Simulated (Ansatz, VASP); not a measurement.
## Two plane-wave programs on AlGa2N3

```
Al Ga N
1.0
     2.97172    0.00000    0.00000
    -1.48586    2.57358    0.00000
     0.00000    0.00000    7.28469
Al Ga N
1 2 3
Direct
  0.00000 0.00000 0.50000
  0.33333 0.66667 0.16997
  0.66667 0.33333 0.83003
  0.33333 0.66667 0.65745
  0.66667 0.33333 0.34255
  0.00000 0.00000 0.00000
```

Alike in both runs: functional PBE; k mesh 6 × 6 × 2; occupations gaussian, width 0.1 eV; no spin polarisation.

Ansatz relaxed the structure, and its values are those at the end. VASP's run is a single point on that final structure, the one shown.

|  | VASP | Ansatz |
| --- | --- | --- |
| version | VASP 6.6.1 | Ansatz 0.2.0 |
| potentials or method | VASP PAW PBE potentials, release 64 (Al, Ga_d, N), cutoff 520 eV | scalar-relativistic, plane waves, PAW |
| valence electrons in the cell | 44 | 44 |

```tsv
	VASP	Ansatz	Ansatz less VASP
gap on the k mesh at the Fermi level (eV)	1.47	1.49	+0.012
least direct gap on the mesh (eV)	2.42	2.43	+0.011
pressure (GPa)	0.5	0.0	-0.46
rms of the force components (eV/Å)	0.015	0.001	-0.0131
```

The functional is the same, so the differences come from potentials, cutoffs and numerics.

The k mesh is coarse, so the values compare programs but aren't converged.
